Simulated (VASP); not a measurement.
Wanted: the native input for a VASP 6.6.1 run.

* Task: single point
* Functional: PBE
* Potentials or basis: VASP PAW PBE potentials, release 64 (I)
* Cutoff: 500 eV
* k mesh: 6 × 6 × 6
* Occupations: gaussian, width 0.1 eV
* Spin: no spin polarisation
* Dipole correction: no
* Further INCAR settings: ALGO = Normal; EDIFF = 1e-06; NBANDS = 10

The structure of I lies in POSCAR:

```
I
1.0
    0.0000000000      2.3457205076      3.8769827795
    2.1738223649      0.0000000000      3.8769827795
    2.1738223649      2.3457205076      0.0000000000
I
1
Direct
    0.0000000000      0.0000000000      0.0000000000
```

The input as run:

INCAR

```
PREC = Accurate ; ENCUT = 500
EDIFF = 1E-6 ; ISMEAR = 0
SIGMA = 0.1 ; LREAL = F
LASPH = T ; NELM = 120
ALGO = Normal ; ISIF = 2
LWAVE = F ; LCHARG = F
GGA = PE ; NBANDS = 10
GGA_COMPAT = F
```

KPOINTS

```
Automatic mesh
0
Gamma
  6 6 6
```

Potentials or basis: VASP PAW PBE potentials, release 64 (I).

Launch:

```console
$ cat potpaw_PBE.64/I/POTCAR > POTCAR
$ mpirun -np 1 vasp_std > vasp.out
```

Results of the run:

The pressure is 1.3 GPa.

Caveat: an odd number of electrons without spin polarisation forces a metal; a magnetic or distorted state may lie lower.

Run time: 21 s on 1 thread of Intel Xeon 8259CL (shared host), peak memory 0.17 GiB.
